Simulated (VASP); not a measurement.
Set up this calculation in VASP 6.6.1, as the native input.

* Task: relaxation of cell and atoms
* Functional: RPBE
* Dispersion: D3(BJ)
* Potentials or basis: VASP PAW PBE potentials, release 64 (Cd, Se)
* Cutoff: 600 eV
* k mesh: 8 × 8 × 8
* Occupations: fermi-dirac, width 0.05 eV
* Spin: no spin polarisation
* Dipole correction: no
* Further INCAR settings: ALGO = Normal; EDIFF = 1e-06; IBRION = 2; EDIFFG = -0.02; NSW = 80; ISIF = 3

The structure of CdSe lies in POSCAR:

```
CdSe
1.0
    0.0000000000      3.0702711986      3.0702711986
    3.0702711986      0.0000000000      3.0702711986
    3.0702711986      3.0702711986      0.0000000000
Cd Se
1 1
Direct
    0.0000000000      0.0000000000      0.0000000000
    0.2500000000      0.2500000000      0.2500000000
```

One way to write it, as run:

INCAR

```
  PREC = Accurate
  ENCUT = 600
  EDIFF = 1E-6
  ISMEAR = -1
  SIGMA = 0.05
  LREAL = False
  LASPH = True
  NELM = 100
  ALGO = Normal
  ISIF = 3
  LWAVE = False
  LCHARG = False
  GGA = RP
  IVDW = 12
  IBRION = 2
  NSW = 80
  EDIFFG = -0.02
```

KPOINTS

```
regular mesh
0
Gamma
  8 8 8
```

Potentials or basis: VASP PAW PBE potentials, release 64 (Cd, Se).

The run is started by

```sh
$ cat potpaw_PBE.64/Cd/POTCAR potpaw_PBE.64/Se/POTCAR > POTCAR
$ mpirun -np 1 vasp_std > vasp.out
```

Results of the run:

* Relaxed volume: 26.40 Å³/atom
* Relaxed cell: a = 4.211 Å, b = 4.211 Å, c = 4.211 Å, α = 60.00°, β = 60.00°, γ = 60.00°
* Space group after relaxing (to 0.1 Å): F-43m (No. 216)
* Energy gained by relaxing: 40.1 meV/atom
* Ionic steps: 3
* Pressure after relaxing: 0.0 GPa
* Band gap on the k mesh: 0.92 eV
* Dispersion energy per atom: -1.383 eV

Caveat: the PAW data sets were made with another functional, which shifts forces and pressure a little.

Wall time 100 s on 1 thread of AMD EPYC 7R13 Processor (Zen 3), with other jobs on the host, peak memory 0.21 GiB.
